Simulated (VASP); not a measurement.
# Ni (Fm-3m) in VASP: notebook

The runs below take Ni through single point, with LDA.

Everything below comes from runs of VASP 6.6.1. Logs are shortened: lines on timing, memory, paths and dates and some standing lists are left out, and cuts for length are marked.

### Step 1. The cell of the first run

It takes space group Fm-3m (No. 225, cubic). Conventional cell: a = 3.545 Å, b = 3.545 Å, c = 3.545 Å, α = 90.00°, β = 90.00°, γ = 90.00°. Ni (site symmetry m-3m) has 12 Ni at 2.51 Å within 3.3 Å.

### Step 2. Single point, LDA

The input, INCAR:

```
PREC     = Accurate       # precision mode
ENCUT    = 520            # plane-wave cutoff, eV
EDIFF    = 1E-6           # SCF threshold, eV
ISMEAR   = -1             # smearing method
SIGMA    = 0.1            # smearing width, eV
LREAL    = F              # projectors in reciprocal space
LASPH    = T              # aspherical terms in the spheres
NELM     = 100            # most SCF steps
ALGO     = Normal         # electronic algorithm
ISIF     = 2              # what is computed and relaxed
LWAVE    = F              # write WAVECAR
LCHARG   = F              # write CHGCAR
ISYM     = 0            
NBANDS   = 17             # bands
```

The input, KPOINTS:

```
regular mesh
0
Gamma
  12 7 10
```

The input, POSCAR:

```
Ni
1.0
    0.0000000000     -1.7724000000     -1.7724000000
   -3.5448000000     -1.7724000000     -1.7724000000
    0.0000000000      1.7724000000     -1.7724000000
Ni
2
Direct
    0.0000000000      0.0000000000      0.0000000000
    0.0000000000      0.5000000000      0.5000000000
```

Potentials or basis: VASP PAW LDA potentials, release 64 (Ni).

On the command line:

```console
$ cat potpaw_LDA.64/Ni/POTCAR > POTCAR
$ mpirun -np 1 vasp_std > vasp.out
```

OUTCAR:

```text
PREC = Accurate
   ENCUT = 520
   EDIFF = 1E-6
   ISMEAR = -1
   LREAL = F
   LASPH = T
   NELM = 100
   ISIF = 2
   ISYM = 0

 ion  position               nearest neighbor table
   1  0.000  0.000  0.000-   2 2.51   2 2.51   2 2.51   2 2.51   2 2.51   2 2.51   2 2.51   2 2.51

   2  0.000  0.500  0.500-   1 2.51   1 2.51   1 2.51   1 2.51   1 2.51   1 2.51   1 2.51   1 2.51

IMPORTANT INFORMATION: All symmetrisations will be switched off!
NOSYMM: (Re-)initialisation of all symmetry stuff for point group C_1.

----------------------------------------------------------------------------------------

                                     Primitive cell

  volume of cell :      22.2713

  direct lattice vectors                    reciprocal lattice vectors
     0.000000000 -1.772400000 -1.772400000     0.282103363 -0.282103363 -0.282103363
    -3.544800000 -1.772400000 -1.772400000    -0.282103363  0.000000000  0.000000000
     0.000000000  1.772400000 -1.772400000     0.000000000  0.282103363 -0.282103363

  length of vectors
     2.506552118  4.341475620  2.506552118     0.488617357  0.282103363  0.398954401

  position of ions in fractional coordinates (direct lattice)
     0.000000000  0.000000000  0.000000000
     0.000000000  0.500000000  0.500000000

  ion indices of the primitive-cell ions
   primitive index   ion index
                 1           1
                 2           2

----------------------------------------------------------------------------------------

 KPOINTS: regular mesh

Automatic generation of k-mesh.
 Grid dimensions read from file:
 generate k-points for:   12    7   10

 Generating k-lattice:

  Cartesian coordinates                     Fractional coordinates (reciprocal lattice)
     0.023508614 -0.023508614 -0.023508614     0.083333333  0.000000000  0.000000000
    -0.040300480  0.000000000  0.000000000     0.000000000  0.142857143  0.000000000
     0.000000000  0.028210336 -0.028210336     0.000000000  0.000000000  0.100000000

  Length of vectors
     0.040718113  0.040300480  0.039895440

  Shift w.r.t. Gamma in fractional coordinates (k-lattice)
     0.000000000  0.000000000  0.000000000

 -----------------------------------------------------------------------------
|                                                                             |
|           W    W    AA    RRRRR   N    N  II  N    N   GGGG   !!!           |
|           W    W   A  A   R    R  NN   N  II  NN   N  G    G  !!!           |
|           W    W  A    A  R    R  N N  N  II  N N  N  G       !!!           |
|           W WW W  AAAAAA  RRRRR   N  N N  II  N  N N  G  GGG   !            |
|           WW  WW  A    A  R   R   N   NN  II  N   NN  G    G                |
|           W    W  A    A  R    R  N    N  II  N    N   GGGG   !!!           |
|                                                                             |
|     Your reciprocal lattice and k-lattice belong to different lattice       |
|     classes:                                                                |
|                                                                             |
|        The reciprocal lattice is simple tetragonal,                         |
|        whereas your k-lattice is simple monoclinic.                         |
|                                                                             |
|     Results are often still useful ...                                      |
|                                                                             |
 -----------------------------------------------------------------------------

 WARNING: IBZKPT: internal override: KBLOWUP is changed to .FALSE.
      ... skipping the blow-up phase ...

 Subroutine IBZKPT returns following result:
 ===========================================

 Found    422 irreducible k-points:

 Following reciprocal coordinates:
            Coordinates               Weight
  0.000000  0.000000  0.000000      1.000000
  0.083333  0.000000  0.000000      2.000000
  0.166667  0.000000  0.000000      2.000000
  0.250000  0.000000  0.000000      2.000000
  0.333333  0.000000  0.000000      2.000000
  0.416667  0.000000  0.000000      2.000000
[... 16 lines left out ...]
  0.250000  0.285714  0.000000      2.000000
  0.333333  0.285714  0.000000      2.000000
 [... further k-points ...]
   k-points           NKPTS =    422   k-points in BZ     NKDIM =    422   number of bands    NBANDS=     17
   number of dos      NEDOS =    301   number of ions     NIONS =      2
   total plane-waves  NPLWV =  12800
   dimension x,y,z NGX =    20 NGY =   32 NGZ =   20
   dimension x,y,z NGXF=    40 NGYF=   64 NGZF=   40
   ions per type =               2
   NGX,Y,Z   is equivalent  to a cutoff of  13.26, 12.25, 13.26 a.u.
   NGXF,Y,Z  is equivalent  to a cutoff of  26.53, 24.51, 26.53 a.u.
 SYSTEM =  unknown system
   PREC   = accura    normal or accurate (medium, high low for compatibility)
   ISTART =      0    job   : 0-new  1-cont  2-samecut
   ICHARG =      2    charge: 1-file 2-atom 10-const
   ISPIN  =      1    spin polarized calculation?
   LNONCOLLINEAR =      F non collinear calculations
   LSORBIT =      F    spin-orbit coupling
   LASPH  =      T    aspherical Exc in radial PAW
   ENCUT  =  520.0 eV  38.22 Ry    6.18 a.u.   4.66  8.07  4.66*2*pi/ulx,y,z
   NELM   =    100;   NELMIN=  2; NELMDL= -5     # of ELM steps
   EDIFF  = 0.1E-05   stopping-criterion for ELM
   LREAL  =      F    real-space projection
   EDIFFG = 0.1E-04   stopping-criterion for IOM
   NSW    =      0    number of steps for IOM
   IBRION =     -1    ionic relax: 0-MD 1-quasi-New 2-CG
   NFREE  =      0    steps in history (QN), initial steepest desc. (CG)
   ISIF   =      2    stress and relaxation
   ISYM   =      0    0-nonsym 1-usesym 2-fastsym
   POTIM  = 0.5000    time-step for ionic-motion
   TEBEG  =    0.0;   TEEND  =   0.0 temperature during run
   PSTRESS=    0.0 pullay stress
   NELECT =      20.0000    total number of electrons
   NUPDOWN=      -1.0000    fix difference up-down
   EMIN   =  10.00;   EMAX   =-10.00  energy-range for DOS
   EFERMI =   0.00;   METHOD = LEGACY
   ISMEAR =    -1;   SIGMA  =   0.10  broadening in eV -4-tet -1-fermi 0-gaus
   EFERMI_NEDOS =   21; number of points for ismear=-14 and -15
   IALGO  =     38    algorithm
   IMIX   =      4    mixing-type and parameters
     AMIX     =   0.40;   BMIX     =  1.00
     AMIX_MAG =   1.60;   BMIX_MAG =  1.00
  volume/ion in A,a.u.               =      11.14        75.15
  Fermi-wavevector in a.u.,A,eV,Ry     =   1.579440  2.984709 33.941505  2.494630
  Thomas-Fermi vector in A             =   2.679819
   LORBIT       =      0    0 simple, 1 ext, 2 COOP (PROOUT), +10 PAW based schemes
   GGA     = CA    functional components
   LHFCALC =     F    Hartree Fock is set to
   AEXX    =    0.0000 exact exchange contribution
   IVDW    =     0    specifies the selected vdW correction
   LEPSILON=     F    determine dielectric tensor
   LRPA    =     F    only Hartree local field effects (RPA)
 non-spin polarized calculation
  energy-cutoff  :      520.00
  volume of cell :       22.27
 maximum number of plane-waves:       616
   NGX =  9   NGY = 17   NGZ =  9

 number of electron      19.9999987 magnetization

 Free energy of the ion-electron system (eV)
  ---------------------------------------------------
  ext. energy  EPLUGINS =         0.00000000
  ---------------------------------------------------
  free energy    TOTEN  =       -13.01960348 eV

  energy without entropy =      -12.84165914  energy(sigma->0) =      -12.93063131

 E-fermi :   8.5697     XC(G=0): -13.4741

 val. band max:        8.5679122524   @ k =   0.0000   0.1429   0.0000
 cond. band min:       8.5701122955   @ k =   0.0000   0.1429   0.0000
 fundamental gap:      0.0022000431
 Fermi energy:         8.5696951442

 k-point     1 :       0.0000    0.0000    0.0000
  band No.  band energies     occupation
      1      -0.1055      2.00000
      2       4.4199      2.00000
      3       4.9648      2.00000
      4       6.7341      2.00000
      5       6.7351      2.00000
      6       6.7372      2.00000
[... 9 lines left out ...]
     16      28.3438      0.00000
     17      31.6064      0.00000

 k-point     2 :       0.0833    0.0000    0.0000
  band No.  band energies     occupation
      1       0.1608      2.00000
      2       4.5165      2.00000
      3       5.0496      2.00000
      4       6.6667      2.00000
      5       6.7928      2.00000
      6       6.7933      2.00000
[... 9 lines left out ...]
     16      29.1481      0.00000
     17      31.1328      0.00000

 k-point     3 :       0.1667    0.0000    0.0000
  band No.  band energies     occupation
      1       0.9333      2.00000
      2       4.7749      2.00000
      3       5.2810      2.00000
      4       6.5017      2.00000
      5       6.9102      2.00000
      6       6.9112      2.00000
[... 9 lines left out ...]
     16      27.1946      0.00000
     17      29.8074      0.00000

 k-point     4 :       0.2500    0.0000    0.0000
  band No.  band energies     occupation
      1       2.1045      2.00000
      2       4.9758      2.00000
      3       5.6460      2.00000
      4       6.3827      2.00000
      5       6.7194      2.00000
      6       6.9374      2.00000
[... 9 lines left out ...]
     16      26.5989      0.00000
     17      30.2973      0.00000
[... 343 lines left out ...]
      1       0.7691      2.00000
      2       4.7776      2.00000
      3       5.2336      2.00000
      4       6.5269      2.00000
      5       6.8955      2.00000
      6       6.8973      2.00000
[... 9 lines left out ...]
     16      28.0187      0.00000
     17      29.7441      0.00000

 k-point    23 :       0.2500    0.2857    0.0000
  band No.  band energies     occupation
      1       1.4456      2.00000
      2       5.1197      2.00000
      3       5.4044      2.00000
      4       6.3606      2.00000
      5       6.9512      2.00000
      6       6.9933      2.00000
[... 9 lines left out ...]
     16      26.8390      0.00000
     17      28.5190      0.00000

 k-point    24 :       0.3333    0.2857    0.0000
  band No.  band energies     occupation
      1       2.5274      2.00000
      2       5.4166      2.00000
      3       5.6310      2.00000
      4       6.1915      2.00000
      5       6.5325      2.00000
      6       6.8696      2.00000
[... 9 lines left out ...]
     16      26.2323      0.00000
     17      27.2337      0.00000

 [... further k-points ...]
[... 5 lines left out ...]
  --------------------------------------------------------------------------------------
  -------------------------------------------------------------------------------------
  Total       -2.8579073     -2.9096305     -2.9096271     -0.0038078      0.0010162     -0.0038041
  in kB     -205.5954540   -209.3163732   -209.3161338     -0.2739281      0.0731049     -0.2736643
  external PRESSURE =    -208.0759870 kB  Pullay stress =       0.0000000 kB

 VOLUME and BASIS-vectors are now :
 -----------------------------------------------------------------------------
  energy-cutoff  :      520.00
  volume of cell :       22.27
      direct lattice vectors                 reciprocal lattice vectors
     0.000000000 -1.772400000 -1.772400000     0.282103363 -0.282103363 -0.282103363
    -3.544800000 -1.772400000 -1.772400000    -0.282103363  0.000000000  0.000000000
     0.000000000  1.772400000 -1.772400000     0.000000000  0.282103363 -0.282103363

 POSITION                                       TOTAL-FORCE (eV/Angst)
 -----------------------------------------------------------------------------------
      0.00000      0.00000      0.00000         0.000001     -0.000001      0.000000
     -1.77240      0.00000     -1.77240        -0.000001      0.000001     -0.000000
 -----------------------------------------------------------------------------------
    total drift:                                0.000002      0.000002      0.000003

  FREE ENERGIE OF THE ION-ELECTRON SYSTEM (eV)
  ---------------------------------------------------
  free  energy   TOTEN  =       -13.0196034783 eV

  energy  without entropy=      -12.8416591429  energy(sigma->0) =      -12.93063131
```

It took 2.2 min on 1 thread of Intel Xeon Platinum 8488C (Sapphire Rapids), shared host; peak memory 0.23 GiB.

Results:

```
Free energy            : -13.0196 eV
Pressure               : -20.8 GPa
Band gap on the k mesh : zero (bands 10 and 11 overlap by 0.61 eV)
```

Levels at points of the mesh, in eV from the Fermi level:
```
           k point  band 8  band 9  band 10  band 11  band 12  band 13
(0.00, 0.00, 0.00)   -0.75   -0.04     0.13     0.13     2.59     9.34
(0.50, 0.00, 0.00)   -0.07   -0.04    -0.04    -0.04    -0.04     5.88
(0.00, 0.00, 0.50)   -1.18   -0.79    -0.79     1.39     1.39    11.60
(0.50, 0.00, 0.50)   -0.82    0.13     0.13     7.86     7.86     7.87
```

Caveat: the cell stands under tension; the run has no spin polarisation, though such a crystal can be magnetic. Spin polarisation is off, so any magnetic state and its effect on volume and gap are missing.

### Step 3. Single point, LDA, collinear spin, ferromagnetic start

The input, INCAR:

```
SYSTEM = Ni
  PREC = Accurate
  ENCUT = 520
  EDIFF = 1E-6
  ISMEAR = -1
  SIGMA = 0.1
  LREAL = .FALSE.
  LASPH = .TRUE.
  NELM = 150
  ALGO = Normal
  ISIF = 2
  LWAVE = .FALSE.
  LCHARG = .TRUE.
  ISPIN = 2
  MAGMOM = 2 2
  LORBIT = 11
  LMAXMIX = 4
  LELF = .TRUE.
  LVHAR = .TRUE.
  ISYM = 0
  NBANDS = 21
```

The input, KPOINTS:

```
Automatic mesh
0
G
  12 7 10
  0 0 0
```

POSCAR is that of step 2.

Potentials or basis: VASP PAW LDA potentials, release 64 (Ni).

On the command line:

```console
$ cat potpaw_LDA.64/Ni/POTCAR > POTCAR
$ mpirun -np 1 vasp_std > vasp.out
```

OUTCAR:

```text
SYSTEM = Ni
   PREC = Accurate
   ENCUT = 520
   EDIFF = 1E-6
   ISMEAR = -1
   LREAL = .FALSE.
   LASPH = .TRUE.
   NELM = 150
   ISIF = 2
   ISPIN = 2
   LORBIT = 11
   ISYM = 0

 ion  position               nearest neighbor table
   1  0.000  0.000  0.000-   2 2.51   2 2.51   2 2.51   2 2.51   2 2.51   2 2.51   2 2.51   2 2.51

   2  0.000  0.500  0.500-   1 2.51   1 2.51   1 2.51   1 2.51   1 2.51   1 2.51   1 2.51   1 2.51

IMPORTANT INFORMATION: All symmetrisations will be switched off!
NOSYMM: (Re-)initialisation of all symmetry stuff for point group C_1.

----------------------------------------------------------------------------------------

                                     Primitive cell

  volume of cell :      22.2713

  direct lattice vectors                    reciprocal lattice vectors
     0.000000000 -1.772400000 -1.772400000     0.282103363 -0.282103363 -0.282103363
    -3.544800000 -1.772400000 -1.772400000    -0.282103363  0.000000000  0.000000000
     0.000000000  1.772400000 -1.772400000     0.000000000  0.282103363 -0.282103363

  length of vectors
     2.506552118  4.341475620  2.506552118     0.488617357  0.282103363  0.398954401

[... 741 lines left out ...]
      2       4.5881      1.00000
      3       5.2041      1.00000
      4       7.0173      1.00000
      5       7.0183      1.00000
      6       7.0201      1.00000
[... 565 lines left out ...]
     20      36.3203      0.00000
     21      37.1184      0.00000

 [... further k-points ...]
[... 5 lines left out ...]
  --------------------------------------------------------------------------------------
  -------------------------------------------------------------------------------------
  Total       -2.7838217     -2.7910946     -2.7910939      0.0010421     -0.0020315      0.0010439
  in kB     -200.2657949   -200.7890023   -200.7889524      0.0749672     -0.1461410      0.0750986
  external PRESSURE =    -200.6145832 kB  Pullay stress =       0.0000000 kB

 VOLUME and BASIS-vectors are now :
 -----------------------------------------------------------------------------
  energy-cutoff  :      520.00
  volume of cell :       22.27
      direct lattice vectors                 reciprocal lattice vectors
     0.000000000 -1.772400000 -1.772400000     0.282103363 -0.282103363 -0.282103363
    -3.544800000 -1.772400000 -1.772400000    -0.282103363  0.000000000  0.000000000
     0.000000000  1.772400000 -1.772400000     0.000000000  0.282103363 -0.282103363

 POSITION                                       TOTAL-FORCE (eV/Angst)
 -----------------------------------------------------------------------------------
      0.00000      0.00000      0.00000        -0.000000     -0.000000     -0.000000
     -1.77240      0.00000     -1.77240         0.000000      0.000000      0.000000
 -----------------------------------------------------------------------------------
    total drift:                                0.000000      0.000000     -0.000001

  FREE ENERGIE OF THE ION-ELECTRON SYSTEM (eV)
  ---------------------------------------------------
  free  energy   TOTEN  =       -13.0610072632 eV

  energy  without entropy=      -12.9417310869  energy(sigma->0) =      -13.00136918

 total charge

# of ion       s       p       d       tot
------------------------------------------
    1        0.490   0.475   8.316   9.281
    2        0.490   0.475   8.316   9.281
--------------------------------------------------
tot          0.979   0.951  16.631  18.561

 magnetization (x)

# of ion       s       p       d       tot
------------------------------------------
    1       -0.005  -0.017   0.616   0.594
    2       -0.005  -0.017   0.616   0.594
--------------------------------------------------
tot         -0.009  -0.034   1.232   1.188
```

stdout:

```text
POSCAR found type information on POSCAR Ni
 POSCAR found :  1 types and       2 ions
 scaLAPACK will be used
 LDA part: xc-table for (Slater(with rela. corr.)+CA(PZ))
 , standard interpolation
 -----------------------------------------------------------------------------
|                                                                             |
|           W    W    AA    RRRRR   N    N  II  N    N   GGGG   !!!           |
|           W    W   A  A   R    R  NN   N  II  NN   N  G    G  !!!           |
|           W    W  A    A  R    R  N N  N  II  N N  N  G       !!!           |
|           W WW W  AAAAAA  RRRRR   N  N N  II  N  N N  G  GGG   !            |
|           WW  WW  A    A  R   R   N   NN  II  N   NN  G    G                |
|           W    W  A    A  R    R  N    N  II  N    N   GGGG   !!!           |
|                                                                             |
|     Your reciprocal lattice and k-lattice belong to different lattice       |
|     classes:                                                                |
|                                                                             |
|        The reciprocal lattice is simple tetragonal,                         |
|        whereas your k-lattice is simple monoclinic.                         |
|                                                                             |
|     Results are often still useful ...                                      |
|                                                                             |
 -----------------------------------------------------------------------------

 POSCAR, INCAR and KPOINTS ok, starting setup
 FFT: planning ... GRIDC
 FFT: planning ... GRID_SOFT
 FFT: planning ... GRID
 WAVECAR not read
 entering main loop
```

Wall time 4.1 min (1 thread of Intel Xeon Platinum 8488C (Sapphire Rapids), shared host); peak memory 0.35 GiB.

What came out:

```
Free energy                                           : -13.0610 eV
Pressure                                              : -20.1 GPa
Net moment                                            : 1.18 μB per cell
Site moments                                          : Ni +0.59 μB
Valence electrons inside the program's atomic spheres : Ni 9.28
```

Caveat: the cell stands under tension.
